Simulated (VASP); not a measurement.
A run of VASP 6.6.1:

File INCAR:

```
ALGO = Normal ; EDIFF = 1E-6
ENCUT = 520 ; GGA = PS
ISIF = 2 ; ISMEAR = -1
ISPIN = 2 ; LASPH = T
LCHARG = F ; LMAXMIX = 4
LORBIT = 11 ; LREAL = F
LWAVE = F ; MAGMOM = 0.5 -0.5
NBANDS = 21 ; NELM = 150
PREC = Accurate ; SIGMA = 0.05
```

File KPOINTS:

```
k-points
0
Gamma
  15 15 8
```

File POSCAR:

```
Pd
1.0
    2.7172923319      0.0000000000      0.0000000000
   -1.3586461659      2.3532441889      0.0000000000
    0.0000000000      0.0000000000      4.5727264362
Pd
2
Direct
    0.3333333333      0.6666666667      0.2500000000
    0.6666666667      0.3333333333      0.7500000000
```

Potentials or basis: VASP PAW PBE potentials, release 64 (Pd).

The run is started by

```sh
$ cat potpaw_PBE.64/Pd/POTCAR > POTCAR
$ mpirun -np 1 vasp_std > vasp.out
```

Hardware: 1 thread of AMD EPYC 7R13, on a shared host.

Task: Estimate the wall time of this run.

Result: Run time: 5.6 min on 1 thread of AMD EPYC 7R13 (shared host), peak memory 0.2 GiB. Counts: scf iterations 12, k points 135.
